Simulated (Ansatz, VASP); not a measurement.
One calculation of Si3C2, two programs

File INCAR:

```
ALGO = Normal ; EDIFF = 1E-7
ENCUT = 520 ; GGA = PE
ISIF = 2 ; ISMEAR = 0
ISPIN = 2 ; LASPH = True
LCHARG = True ; LELF = True
LORBIT = 11 ; LREAL = False
LVHAR = True ; LWAVE = False
MAGMOM = 0 0 0 1 1 ; NBANDS = 22
NELM = 150 ; PREC = Accurate
SIGMA = 0.1
```

KPOINTS

```
k-points
0
Gamma
  6 6 6
```

Contents of POSCAR:

```
Si3C2
1.0
    1.4824299576      0.8558813351      6.5705848181
   -1.4824299576      0.8558813351      6.5705848181
    0.0000000000     -1.7117626702      6.5705848181
Si C
3 2
Direct
    0.0000000000      0.0000000000      0.0000000000
    0.2162126625      0.2162126625      0.2162126625
    0.7837873375      0.7837873375      0.7837873375
    0.3969883671      0.3969883671      0.3969883671
    0.6030116329      0.6030116329      0.6030116329
```

Input for Ansatz:

```yaml
crystal:
  lattice:
    - [1.4824299576, 0.8558813351, 6.5705848181]
    - [-1.4824299576, 0.8558813351, 6.5705848181]
    - [0.0, -1.7117626702, 6.5705848181]
  atoms:
    - { symbol: Si, position: [0.0, 0.0, 0.0] }
    - { symbol: Si, position: [0.2162126625, 0.2162126625, 0.2162126625] }
    - { symbol: Si, position: [0.7837873375, 0.7837873375, 0.7837873375] }
    - { symbol: C, position: [0.3969883671, 0.3969883671, 0.3969883671], spin: 1.0 }
    - { symbol: C, position: [0.6030116329, 0.6030116329, 0.6030116329], spin: 1.0 }
basis:
  ecutwfc: 420
kpoints:
  mp_grid: { grid: [6, 6, 6] }
hamiltonian:
  xc: pbe
scf:
  occupations: { method: gaussian, width: 0.1 }
  lower_state_search: "off"
output:
  forces: true
  stress: true
  eigenvalues: true
  populations: true
magnetization:
  spin_polarized: true
```

Alike in both runs: task single point; functional PBE; k mesh 6 × 6 × 6; occupations gaussian, width 0.1 eV; collinear spin.

|  | VASP | Ansatz |
| --- | --- | --- |
| version | VASP 6.6.1 | Ansatz 0.2.0 |
| potentials or method | VASP PAW PBE potentials, release 64 (Si, C), cutoff 520 eV | scalar-relativistic, plane waves, PAW |
| valence electrons in the cell | 20 | 20 |

VASP gave:

| Quantity | Value |
| --- | --- |
| gap on the k mesh at the Fermi level (eV) | none |
| pressure (GPa) | 0.3 |
| traceless stress, the component that is largest in VASP (GPa) | 0.12 |
| rms of the force components (eV/Å) | 0.003 |
| net moment per atom (μB) | 0.00 |

Q: Estimate Ansatz's values.

A: gap on the k mesh at the Fermi level (eV): none; pressure (GPa): 0.2; traceless stress, the component that is largest in VASP (GPa): 0.19; rms of the force components (eV/Å): 0.006; net moment per atom (μB): 0.00.

Atom by atom the forces differ by 0.004 eV/Å (rms over components). A gap of «none» marks a metal or a gap that the smearing closes. Ansatz's warnings: seeded moment not kept.

The k mesh is coarse, so the values compare programs but aren't converged.
